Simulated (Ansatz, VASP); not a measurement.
# Two plane-wave programs on Hf

```
Hf
1.0
     3.20323    0.00000    0.00000
    -1.60161    2.77408    0.00000
     0.00000    0.00000    5.07296
Hf
2
Direct
  0.33333 0.66667 0.25000
  0.66667 0.33333 0.75000
```

Alike in both runs: functional PBE; k mesh 16 × 16 × 9; occupations fermi-dirac, width 0.1 eV; no spin polarisation.

Ansatz relaxed the structure, and its values are those at the end. VASP's run is a single point on that final structure, the one shown.

|  | VASP | Ansatz |
| --- | --- | --- |
| version | VASP 6.6.1 | Ansatz 0.2.0 |
| potentials or method | VASP PAW PBE potentials, release 64 (Hf_pv) | PAW with Ansatz's default frozen-core files, scalar-relativistic |
| plane-wave cutoff (eV) | 520 | 420 |
| valence electrons in the cell | 20 | 52 |

Ansatz gave:

- pressure (GPa): 0.0

Which values does VASP return?

Pressure (GPa): -0.4.

With one functional, cell and mesh, what is left measures potentials, basis and numerics. VASP's potentials hold 20 valence electrons a cell and Ansatz's 52, so a difference there can come from the potentials and not from the codes.

Spin-orbit coupling is off throughout.
